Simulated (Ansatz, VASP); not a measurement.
## Nb3C2: VASP beside Ansatz

```
CELL_PARAMETERS angstrom
4.17939 0.00000 0.00000
-2.08969 3.61945 0.00000
0.00000 0.00000 5.22685
ATOMIC_POSITIONS crystal
Nb 0.50000 0.00000 0.94049
Nb 0.00000 0.50000 0.94049
Nb 0.50000 0.50000 0.94049
C 0.00000 0.00000 0.84149
C 0.00000 0.00000 0.40355
```

Alike in both runs: task relaxation of cell and atoms; functional PBE; k mesh 6 × 6 × 4; occupations gaussian, width 0.1 eV; no spin polarisation.

|  | VASP | Ansatz |
| --- | --- | --- |
| version | VASP 6.6.1 | Ansatz 0.2.0 |
| potentials or method | VASP PAW PBE potentials, release 64 (Nb_sv, C), cutoff 600 eV | scalar-relativistic, plane waves, PAW |
| valence electrons in the cell | 47 | 47 |

|  | VASP | Ansatz | Ansatz less VASP |
| --- | --- | --- | --- |
| gap on the k mesh at the Fermi level, each at its own relaxed structure (eV) | none | none | - |
| relaxed volume (Å³/atom) | 13.86 | 17.65 | +3.795 |
| relaxed cell length with the largest relative difference (Å) | 2.731 | 4.082 | +1.3510 |

A gap of «none» marks a metal or a gap that the smearing closes. One of these differences is far larger than is usual between the two programs; its cause wasn't traced.
